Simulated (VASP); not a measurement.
Write the native input for VASP 6.6.1 that does the following.

| Property | Result |
| --- | --- |
| Task | single point |
| Functional | LDA |
| Potentials or basis | VASP PAW LDA potentials, release 64 (Si) |
| Cutoff | 520 eV |
| k mesh | 15 × 15 × 1 |
| Occupations | gaussian, width 0.1 eV |
| Spin | no spin polarisation |
| Dipole correction | yes |
| Further INCAR settings | ALGO = Normal; EDIFF = 1e-06; NBANDS = 11 |

The structure of Si lies in POSCAR:

```
Si
1.0
    3.7080000000      0.0000000000      0.0000000000
   -1.8540000000      3.2112221972      0.0000000000
    0.0000000000      0.0000000000     28.0000000000
Si
2
Direct
    0.3333333333      0.6666666667      0.5025535714
    0.6666666667      0.3333333333      0.4974464286
```

One way to write it, as run:

INCAR

```
SYSTEM = Si
ALGO     = Normal         ! electronic algorithm
DIPOL    = 0.5 0.5 0.500
EDIFF    = 1E-6           ! SCF threshold, eV
ENCUT    = 520            ! plane-wave cutoff, eV
GGA      = CA             ! functional
IDIPOL   = 3            
ISIF     = 2              ! what is computed and relaxed
ISMEAR   = 0              ! smearing method
LASPH    = .True.         ! aspherical terms in the spheres
LCHARG   = .False.        ! write CHGCAR
LDIPOL   = .True.       
LREAL    = .False.        ! projectors in reciprocal space
LWAVE    = .False.        ! write WAVECAR
NBANDS   = 11             ! bands
NELM     = 100            ! most SCF steps
PREC     = Accurate       ! precision mode
SIGMA    = 0.1            ! smearing width, eV
```

KPOINTS

```
k-points
0
Gamma
  15 15 1
  0 0 0
```

Potentials or basis: VASP PAW LDA potentials, release 64 (Si).

Launch:

```console
$ cat potpaw_LDA.64/Si/POTCAR > POTCAR
$ mpirun -np 1 vasp_std > vasp.out
```

It gave:

```json
{
 "Largest force": "0.253 eV/Å",
 "Band gap on the k mesh": "zero (filled and empty bands touch)"
}
```

Run time: 2.4 min on 1 thread of Intel(R) Xeon(R) Platinum 8259CL CPU @ 2.50GHz (Skylake/Cascade Lake), with other jobs on the host, peak memory 0.34 GiB.
